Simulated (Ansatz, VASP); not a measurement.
**ZnS: VASP beside Ansatz**

File INCAR:

```
PREC     = Accurate       # precision mode
ENCUT    = 500            # plane-wave cutoff, eV
EDIFF    = 1E-6           # SCF threshold, eV
ISMEAR   = 0              # smearing method
SIGMA    = 0.01           # smearing width, eV
LREAL    = F              # projectors in reciprocal space
LASPH    = T              # aspherical terms in the spheres
NELM     = 200            # most SCF steps
ALGO     = Normal         # electronic algorithm
ISIF     = 2              # what is computed and relaxed
LWAVE    = F              # write WAVECAR
LCHARG   = F              # write CHGCAR
LDAU     = T              # DFT+U
LDAUTYPE = 2            
LDAUL    = 2 -1           # shell
LDAUU    = 6 0            # U, eV
LDAUJ    = 0 0          
LDAUPRINT= 1            
GGA      = PS             # functional
NBANDS   = 36             # bands
GGA_COMPAT= F
```

Contents of KPOINTS:

```
regular mesh
0
Gamma
  6 6 6
```

Contents of POSCAR:

```
ZnS
1.0
    1.9030712000      1.0987386696      9.3519478333
   -1.9030712000      1.0987386696      9.3519478333
    0.0000000000     -2.1974773392      9.3519478333
Zn S
3 3
Direct
    0.9999711367      0.9999711367      0.9999711367
    0.2222694100      0.2222694100      0.2222694100
    0.4446134433      0.4446134433      0.4446134433
    0.0832671700      0.0832671700      0.0832671700
    0.5278423033      0.5278423033      0.5278423033
    0.3053625400      0.3053625400      0.3053625400
```

Input for Ansatz:

```yaml
crystal:
  lattice:
    a: 3.8061424
    b: 3.8061424
    c: 28.0558435
    alpha: 90.0
    beta: 90.0
    gamma: 120.0
  space_group: 160
  atoms:
    - { symbol: Zn, position: [0.6666666666666666, 0.3333333333333333, 0.33330447] }
    - { symbol: Zn, position: [0.0, 0.0, 0.22226941] }
    - { symbol: Zn, position: [0.3333333333333333, 0.6666666666666666, 0.11128011] }
    - { symbol: S, position: [0.0, 0.0, 0.08326717] }
    - { symbol: S, position: [0.3333333333333333, 0.6666666666666666, 0.19450897] }
    - { symbol: S, position: [0.0, 0.0, 0.30536254] }
  reduce_to_primitive: true
kpoints:
  mp_grid:
    grid: [6, 6, 6]
hamiltonian:
  xc: pbesol
  hubbard:
    - { species: Zn, l: d, u_eff: 6.0 }
scf:
  occupations:
    method: fixed
output:
  eigenvalues: true
```

Alike in both runs: task single point; functional PBEsol; k mesh 6 × 6 × 6; no spin polarisation; Hubbard terms Zn d U = 6.0 eV.

|  | VASP | Ansatz |
| --- | --- | --- |
| version | VASP 6.6.1 | Ansatz 0.2.0 |
| potentials or method | VASP PAW PBE potentials, release 64 (Zn, S) | plane waves, PAW |
| plane-wave cutoff (eV) | 500 | 420 |
| occupations | gaussian, width 0.01 eV | fixed |
| valence electrons in the cell | 54 | 54 |

Ansatz gave:

| Item | Value |
| --- | --- |
| gap on the k mesh at the Fermi level (eV) | 2.25 |

Question: Estimate VASP's values.

Answer: gap on the k mesh at the Fermi level (eV): 2.44.

VASP's potentials were made for PBE, not for PBEsol. The programs project onto different local orbitals, so the same U acts differently, and such runs can settle in different states.
